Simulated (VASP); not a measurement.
# KLi (P-6m2) in VASP: electric field gradients with PBEsol

Aim: the electric field gradients of KLi with PBEsol.

All numbers are computed with VASP 6.6.1; they aren't measurements. Logs are shortened: lines on timing, memory, paths and dates and some standing lists are left out, and cuts for length are marked.

### Step 1. The cell of the first run

Symmetry: P-6m2, No. 187, hexagonal system. The conventional cell has a = 4.046 Å, b = 4.046 Å, c = 6.230 Å, α = 90.00°, β = 90.00°, γ = 120.00°. K (site symmetry -6m2) has 6 Li at 3.89 Å and 6 K at 4.05 Å within 5.1 Å. Li (site symmetry -6m2) has 6 K at 3.89 Å and 6 Li at 4.05 Å within 5.1 Å.

### Step 2. Electric field gradients, PBEsol

Contents of INCAR:

```
PREC = Accurate
ENCUT = 520
EDIFF = 1E-8
ISMEAR = -1
SIGMA = 0.15
LREAL = False
LASPH = True
NELM = 100
ALGO = Normal
ISIF = 2
LWAVE = False
LCHARG = False
GGA = PS
LEFG = True
NBANDS = 13
```

Contents of KPOINTS:

```
Automatic mesh
0
Gamma
  12 12 8
```

Contents of POSCAR:

```
KLi
1.0
    4.0456950696      0.0000000000      0.0000000000
   -2.0228475348      3.5036747062      0.0000000000
    0.0000000000      0.0000000000      6.2299316456
K Li
1 1
Direct
    0.3333333333      0.6666666667      0.5000000000
    0.0000000000      0.0000000000      0.0000000000
```

Potentials or basis: VASP PAW PBE potentials, release 64 (K_sv, Li_sv).

Launch:

```sh
> cat potpaw_PBE.64/K_sv/POTCAR potpaw_PBE.64/Li_sv/POTCAR > POTCAR
> mpirun -np 1 vasp_std > vasp.out
```

OUTCAR:

```text
PREC = Accurate
   ENCUT = 520
   EDIFF = 1E-8
   ISMEAR = -1
   LREAL = False
   LASPH = True
   NELM = 100
   ISIF = 2
   GGA = PS

 ion  position               nearest neighbor table
   1  0.333  0.667  0.500-
   2  0.000  0.000  0.000-

  LATTYP: Found a hexagonal cell.
 ALAT       =     4.0456950696
 C/A-ratio  =     1.5398915485

  Lattice vectors:

 A1 = (   4.0456950696,   0.0000000000,   0.0000000000)
 A2 = (  -2.0228475348,   3.5036747062,   0.0000000000)
 A3 = (   0.0000000000,   0.0000000000,   6.2299316456)

Analysis of symmetry for initial positions (statically):
=====================================================================
 Subroutine PRICEL returns:
 Original cell was already a primitive cell.

 Routine SETGRP: Setting up the symmetry group for a
 hexagonal supercell.

 Subroutine GETGRP returns: Found 12 space group operations
 (whereof 12 operations were pure point group operations)
 out of a pool of 24 trial point group operations.

The static configuration has the point symmetry D_3h.

Analysis of symmetry for dynamics (positions and initial velocities):
=====================================================================
 Subroutine PRICEL returns:
 Original cell was already a primitive cell.

 Routine SETGRP: Setting up the symmetry group for a
 hexagonal supercell.

 Subroutine GETGRP returns: Found 12 space group operations
 (whereof 12 operations were pure point group operations)
 out of a pool of 24 trial point group operations.

The dynamic configuration has the point symmetry D_3h.

 Subroutine INISYM returns: Found 12 space group operations
 (whereof 12 operations are pure point group operations),
 and found     1 'primitive' translations

----------------------------------------------------------------------------------------

                                     Primitive cell

  volume of cell :      88.3080

  direct lattice vectors                    reciprocal lattice vectors
     4.045695070  0.000000000  0.000000000     0.247176315  0.142707312  0.000000000
    -2.022847535  3.503674706  0.000000000     0.000000000  0.285414624  0.000000000
     0.000000000  0.000000000  6.229931646     0.000000000  0.000000000  0.160515405

  length of vectors
     4.045695070  4.045695070  6.229931646     0.285414624  0.285414624  0.160515405

  position of ions in fractional coordinates (direct lattice)
     0.333333333  0.666666667  0.500000000
     0.000000000  0.000000000  0.000000000

  ion indices of the primitive-cell ions
   primitive index   ion index
                 1           1
                 2           2

----------------------------------------------------------------------------------------

 KPOINTS: Automatic mesh

Automatic generation of k-mesh.
 Grid dimensions read from file:
 generate k-points for:   12   12    8

 Generating k-lattice:

  Cartesian coordinates                     Fractional coordinates (reciprocal lattice)
     0.020598026  0.011892276  0.000000000     0.083333333  0.000000000  0.000000000
     0.000000000  0.023784552  0.000000000     0.000000000  0.083333333  0.000000000
     0.000000000  0.000000000  0.020064426     0.000000000  0.000000000  0.125000000

  Length of vectors
     0.023784552  0.023784552  0.020064426

  Shift w.r.t. Gamma in fractional coordinates (k-lattice)
     0.000000000  0.000000000  0.000000000

 Subroutine IBZKPT returns following result:
 ===========================================

 Found     95 irreducible k-points:

 Following reciprocal coordinates:
            Coordinates               Weight
  0.000000  0.000000  0.000000      1.000000
  0.083333  0.000000  0.000000      6.000000
  0.166667 -0.000000  0.000000      6.000000
  0.250000 -0.000000  0.000000      6.000000
  0.333333 -0.000000  0.000000      6.000000
  0.416667 -0.000000  0.000000      6.000000
[... 16 lines left out ...]
  0.250000 -0.000000  0.125000     12.000000
  0.333333 -0.000000  0.125000     12.000000
 [... further k-points ...]
   k-points           NKPTS =     95   k-points in BZ     NKDIM =     95   number of bands    NBANDS=     13
   number of dos      NEDOS =    301   number of ions     NIONS =      2
   total plane-waves  NPLWV =  43200
   dimension x,y,z NGX =    30 NGY =   30 NGZ =   48
   dimension x,y,z NGXF=    60 NGYF=   60 NGZF=   96
   ions per type =               1   1
   NGX,Y,Z   is equivalent  to a cutoff of  12.33, 12.33, 12.81 a.u.
   NGXF,Y,Z  is equivalent  to a cutoff of  24.66, 24.66, 25.62 a.u.
 SYSTEM =  unknown system
   PREC   = accura    normal or accurate (medium, high low for compatibility)
   ISTART =      0    job   : 0-new  1-cont  2-samecut
   ICHARG =      2    charge: 1-file 2-atom 10-const
   ISPIN  =      1    spin polarized calculation?
   LNONCOLLINEAR =      F non collinear calculations
   LSORBIT =      F    spin-orbit coupling
   LASPH  =      T    aspherical Exc in radial PAW
   ENCUT  =  520.0 eV  38.22 Ry    6.18 a.u.   7.52  7.52 11.58*2*pi/ulx,y,z
   NELM   =    100;   NELMIN=  2; NELMDL= -5     # of ELM steps
   EDIFF  = 0.1E-07   stopping-criterion for ELM
   LREAL  =      F    real-space projection
   EDIFFG = 0.1E-06   stopping-criterion for IOM
   NSW    =      0    number of steps for IOM
   IBRION =     -1    ionic relax: 0-MD 1-quasi-New 2-CG
   NFREE  =      0    steps in history (QN), initial steepest desc. (CG)
   ISIF   =      2    stress and relaxation
   ISYM   =      2    0-nonsym 1-usesym 2-fastsym
   POTIM  = 0.5000    time-step for ionic-motion
   TEBEG  =    0.0;   TEEND  =   0.0 temperature during run
   PSTRESS=    0.0 pullay stress
   NELECT =      12.0000    total number of electrons
   NUPDOWN=      -1.0000    fix difference up-down
   EMIN   =  10.00;   EMAX   =-10.00  energy-range for DOS
   EFERMI =   0.00;   METHOD = LEGACY
   ISMEAR =    -1;   SIGMA  =   0.15  broadening in eV -4-tet -1-fermi 0-gaus
   EFERMI_NEDOS =   21; number of points for ismear=-14 and -15
   IALGO  =     38    algorithm
   IMIX   =      4    mixing-type and parameters
     AMIX     =   0.40;   BMIX     =  1.00
     AMIX_MAG =   1.60;   BMIX_MAG =  1.00
  volume/ion in A,a.u.               =      44.15       297.97
  Fermi-wavevector in a.u.,A,eV,Ry     =   0.841657  1.590501  9.638185  0.708387
  Thomas-Fermi vector in A             =   1.956237
   LORBIT       =      0    0 simple, 1 ext, 2 COOP (PROOUT), +10 PAW based schemes
   GGA     = PS    functional components
   LHFCALC =     F    Hartree Fock is set to
   AEXX    =    0.0000 exact exchange contribution
   IVDW    =     0    specifies the selected vdW correction
   LEPSILON=     F    determine dielectric tensor
   LRPA    =     F    only Hartree local field effects (RPA)
 non-spin polarized calculation
  energy-cutoff  :      520.00
  volume of cell :       88.31
 maximum number of plane-waves:      2405
   NGX = 15   NGY = 15   NGZ = 23

 number of electron      12.0000006 magnetization

 Free energy of the ion-electron system (eV)
  ---------------------------------------------------
  ext. energy  EPLUGINS =         0.00000000
  ---------------------------------------------------
  free energy    TOTEN  =        -2.75265183 eV

  energy without entropy =       -2.66227714  energy(sigma->0) =       -2.70746448

 E-fermi :   0.1268     XC(G=0):  -6.2711

 val. band max:        0.0919826626   @ k =   0.5000  -0.0000   0.1250
 cond. band min:       0.1574963097   @ k =   0.2500   0.2500   0.5000
 fundamental gap:      0.0655136471
 Fermi energy:         0.1267694194

 k-point     1 :       0.0000    0.0000    0.0000
  band No.  band energies     occupation
      1     -47.0361      2.00000
      2     -31.6088      2.00000
      3     -15.1333      2.00000
      4     -15.0831      2.00000
      5     -15.0831      2.00000
      6      -2.5618      2.00000
      7       0.8347      0.01768
      8       1.0833      0.00340
      9       4.8461      0.00000
     10       4.8461      0.00000
     11       6.5776      0.00000
     12       6.5776      0.00000
     13       6.8467      0.00000
[... 353 lines left out ...]
 k-point    24 :       0.3333   -0.0000    0.1250
  band No.  band energies     occupation
      1     -47.0358      2.00000
      2     -31.5941      2.00000
      3     -15.2557      2.00000
      4     -15.1222      2.00000
      5     -15.1055      2.00000
      6      -1.1642      1.99963
      7       1.1699      0.00191
      8       2.0999      0.00000
      9       2.6604      0.00000
     10       4.5369      0.00000
     11       5.2124      0.00000
     12       5.2153      0.00000
     13       6.0671      0.00000

 [... further k-points ...]
[... 5 lines left out ...]
  --------------------------------------------------------------------------------------
  -------------------------------------------------------------------------------------
  Total       -0.0191478     -0.0191478     -0.0128314      0.0000000      0.0000000     -0.0000000
  in kB       -0.3473995     -0.3473995     -0.2328004      0.0000000      0.0000000     -0.0000000
  external PRESSURE =      -0.3091998 kB  Pullay stress =       0.0000000 kB

 VOLUME and BASIS-vectors are now :
 -----------------------------------------------------------------------------
  energy-cutoff  :      520.00
  volume of cell :       88.31
      direct lattice vectors                 reciprocal lattice vectors
     4.045695070  0.000000000  0.000000000     0.247176315  0.142707312  0.000000000
    -2.022847535  3.503674706  0.000000000     0.000000000  0.285414624  0.000000000
     0.000000000  0.000000000  6.229931646     0.000000000  0.000000000  0.160515405

 POSITION                                       TOTAL-FORCE (eV/Angst)
 -----------------------------------------------------------------------------------
     -0.00000      2.33578      3.11497         0.000000     -0.000000      0.000000
      0.00000      0.00000      0.00000        -0.000000      0.000000      0.000000
 -----------------------------------------------------------------------------------
    total drift:                                0.000000     -0.000000     -0.000000

  FREE ENERGIE OF THE ION-ELECTRON SYSTEM (eV)
  ---------------------------------------------------
  free  energy   TOTEN  =        -2.7526518266 eV

  energy  without entropy=       -2.6622771397  energy(sigma->0) =       -2.70746448

 Electric field gradients (V/A^2)
---------------------------------------------------------------------
 ion       V_xx      V_yy      V_zz      V_xy      V_xz      V_yz
---------------------------------------------------------------------
   1       7.404     7.404   -14.808    -0.000     0.000    -0.000
   2      -0.323    -0.333     0.656    -0.008     0.000     0.000
---------------------------------------------------------------------

 Electric field gradients after diagonalization (V/A^2)
 (convention: |V_zz| > |V_xx| > |V_yy|)
----------------------------------------------------------------------
 ion       V_xx      V_yy      V_zz     asymmetry (V_yy - V_xx)/ V_zz
----------------------------------------------------------------------
   1       7.405     7.404   -14.808       0.000
   2      -0.337    -0.319     0.656       0.028
----------------------------------------------------------------------

           NMR quadrupolar parameters

 Cq : quadrupolar parameter    Cq=e*Q*V_zz/h
 eta: asymmetry parameters     (V_yy - V_xx)/ V_zz
 Q  : nuclear electric quadrupole moment in mb (millibarn)
----------------------------------------------------------------------
 ion       Cq(MHz)       eta       Q (mb)
----------------------------------------------------------------------
   1      -0.036       0.000       1.000
   2       0.002       0.028       1.000
----------------------------------------------------------------------
```

Wall time 90 s (1 thread of Intel Xeon Platinum 8375C at 2.90GHz (Ice Lake), shared host); peak memory 0.26 GiB.

What came out:

```
Free energy            : -2.7527 eV
Band gap on the k mesh : zero (band 6 reaches 1.22 eV, above the bottom of band 7 at -1.56 eV)
```

Electric field gradients, principal values (V/Å²):
| atom | least | middle | greatest (by size) |
| --- | --- | --- | --- |
| 1 K | 7.404 | 7.405 | -14.808 |
| 2 Li | -0.319 | -0.337 | 0.656 |

Caveat: the cutoff is under 1.25 times the usual one of these potentials, so pressure, stress and relaxed cells hold a basis-set (Pulay) error; without QUAD_EFG the Cq values of the log hold for a quadrupole moment of 1 mb, not for the nuclei; the PAW data sets were made with another functional, which shifts forces and pressure a little.
